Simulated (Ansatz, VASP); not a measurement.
## Two plane-wave programs on Al

```
CELL_PARAMETERS angstrom
0.00000 2.00629 2.00629
2.00629 0.00000 2.00629
2.00629 2.00629 0.00000
ATOMIC_POSITIONS crystal
Al 0.50000 0.50000 0.50000
```

Alike in both runs: functional PBEsol; k mesh 8 × 8 × 8; occupations gaussian, width 0.1 eV; no spin polarisation.

Ansatz relaxed the structure, and its values are those at the end. VASP's run is a single point on that final structure, the one shown.

|  | VASP | Ansatz |
| --- | --- | --- |
| version | VASP 6.6.1 | Ansatz 0.2.0 |
| potentials or method | VASP PAW PBE potentials, release 64 (Al), cutoff 500 eV | scalar-relativistic, plane waves, PAW |
| valence electrons in the cell | 3 | 3 |

|  | VASP | Ansatz | Ansatz less VASP |
| --- | --- | --- | --- |
| gap on the k mesh at the Fermi level (eV) | none | none | - |
| pressure (GPa) | 0.4 | 0.3 | -0.06 |

VASP's potentials were made for PBE, not for PBEsol. A gap of «none» marks a metal or a gap that the smearing closes. With one functional, cell and mesh, what is left measures potentials, basis and numerics.
